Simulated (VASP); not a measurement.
Write the native input for VASP 6.6.1 that does the following.

```
Task                   : single point
Functional             : PBEsol
Potentials or basis    : VASP PAW PBE potentials, release 64 (Zr_sv)
Cutoff                 : 520 eV
k mesh                 : 12 × 12 × 12
Occupations            : fermi-dirac, width 0.1 eV
Spin                   : no spin polarisation
Dipole correction      : no
Further INCAR settings : ALGO = Normal; EDIFF = 1e-06; NBANDS = 19
```

The structure of Zr lies in POSCAR:

```
Zr
1.0
    0.0000000000      2.6991763666      2.6991763666
    2.6991763666      0.0000000000      2.6991763666
    2.6991763666      2.6991763666      0.0000000000
Zr
2
Direct
   -0.1250000000     -0.1250000000     -0.1250000000
    0.1250000000      0.1250000000      0.1250000000
```

This isn't the form of Zr at room conditions, which is hcp.

These files were run (other wordings do the same):

INCAR

```
SYSTEM = Zr
  PREC = Accurate
  ENCUT = 520
  EDIFF = 1E-6
  ISMEAR = -1
  SIGMA = 0.1
  LREAL = .FALSE.
  LASPH = .TRUE.
  NELM = 100
  ALGO = Normal
  ISIF = 2
  LWAVE = .FALSE.
  LCHARG = .FALSE.
  GGA = PS
  NBANDS = 19
```

KPOINTS

```
Automatic mesh
0
G
  12 12 12
  0 0 0
```

Potentials or basis: VASP PAW PBE potentials, release 64 (Zr_sv).

Launch:

```sh
$ cat potpaw_PBE.64/Zr_sv/POTCAR > POTCAR
$ mpirun -np 1 vasp_std > vasp.out
```

Results of the run:

```json
{"Pressure": "33.2 GPa", "Band gap on the k mesh": "zero (bands 12 and 13 overlap by 1.65 eV)"}
```

Caveat: the cell stands under pressure; the PAW data sets were made with another functional, which shifts forces and pressure a little.

It took 19 s on 1 thread of Intel(R) Xeon(R) 6975P-C (Granite Rapids) (shared host), peak memory 0.18 GiB.
